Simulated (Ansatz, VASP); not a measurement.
## W3C2: VASP beside Ansatz

```
W C
1.0
     3.95771    0.00000    0.00000
     0.00000    3.95771    0.00000
     0.00000    0.00000    4.97862
W C
3 2
Cartesian
  1.9789 1.9789 1.2030
  1.9789 1.9789 3.7756
  0.0000 0.0000 2.4893
  0.0000 1.9789 2.4893
  1.9789 0.0000 2.4893
```

Alike in both runs: functional PBE; k mesh 10 × 10 × 8; occupations gaussian, width 0.1 eV; no spin polarisation.

Ansatz relaxed the structure, and its values are those at the end. VASP's run is a single point on that final structure, the one shown.

|  | VASP | Ansatz |
| --- | --- | --- |
| version | VASP 6.6.1 | Ansatz 0.2.0 |
| potentials or method | VASP PAW PBE potentials, release 64 (W_sv, C), cutoff 520 eV | scalar-relativistic, plane waves, PAW |
| valence electrons in the cell | 50 | 50 |

|  | VASP | Ansatz | Ansatz less VASP |
| --- | --- | --- | --- |
| gap on the k mesh at the Fermi level (eV) | none | none | - |
| pressure (GPa) | 0.7 | 0.0 | -0.74 |
| rms of the force components (eV/Å) | 0.011 | 0.000 | -0.0114 |

A gap of «none» marks a metal or a gap that the smearing closes. The functional is the same, so the differences come from potentials, cutoffs and numerics.

Spin-orbit coupling is off throughout.
